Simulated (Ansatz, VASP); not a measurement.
Ag in VASP and in Ansatz

```
Ag
1.0
     2.93000    0.00000    0.00000
    -1.46500    2.53745    0.00000
     0.00000    0.00000   26.97500
Ag
6
Direct
  0.66667 0.33333 0.27804
  0.33333 0.66667 0.36682
  0.66667 0.33333 0.45561
  0.33333 0.66667 0.54439
  0.66667 0.33333 0.63318
  0.33333 0.66667 0.72196
```

Alike in both runs: task single point; functional PBE; k mesh 10 × 10 × 1; occupations fermi-dirac, width 0.05 eV; no spin polarisation.

```csv
,VASP,Ansatz
version,VASP 6.6.1,Ansatz 0.2.0
potentials or method,"VASP PAW PBE potentials, release 64 (Ag)",Ansatz PAW
plane-wave cutoff (eV),520,420
valence electrons in the cell,66,114
```

|  | VASP | Ansatz | Ansatz less VASP |
| --- | --- | --- | --- |
| gap on the k mesh at the Fermi level (eV) | none | none | - |
| rms of the force components (eV/Å) | 0.023 | 0.023 | +0.0002 |
| work function, face that differs most (eV) | 4.49 | 4.50 | +0.005 |

Atom by atom the forces differ by 0.001 eV/Å (rms over components). A gap of «none» marks a metal or a gap that the smearing closes. VASP's potentials hold 66 valence electrons a cell and Ansatz's 114, so a difference there can come from the potentials and not from the codes.
